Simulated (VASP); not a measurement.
Here is a VASP 6.6.1 calculation.

File INCAR:

```
SYSTEM = PdC3
PREC = Accurate ; ENCUT = 520
EDIFF = 1E-6 ; ISMEAR = 0
SIGMA = 0.1 ; LREAL = .False.
LASPH = .True. ; NELM = 100
ALGO = Normal ; ISIF = 2
LWAVE = .False. ; LCHARG = .False.
GGA = PE ; NBANDS = 19
```

KPOINTS

```
regular mesh
0
Gamma
  16 16 16
  0 0 0
```

Contents of POSCAR:

```
PdC3
1.0
   -2.0679642555      2.0679642555      2.0679642555
    2.0679642555     -2.0679642555      2.0679642555
    2.0679642555      2.0679642555     -2.0679642555
Pd C
1 3
Direct
    0.0000000000      0.0000000000      0.0000000000
    0.0000000000      0.5000000000      0.5000000000
    0.5000000000      0.0000000000      0.5000000000
    0.5000000000      0.5000000000      0.0000000000
```

Potentials or basis: VASP PAW PBE potentials, release 64 (Pd, C).

Run with:

```console
$ cat potpaw_PBE.64/Pd/POTCAR potpaw_PBE.64/C/POTCAR > POTCAR
$ mpirun -np 1 vasp_std > vasp.out
```

Question: Estimate the band gap on the k mesh.

Answer: Zero (bands 11 and 12 overlap by 2.88 eV).

Question: Predict the pressure.

Answer: 0.0 GPa.
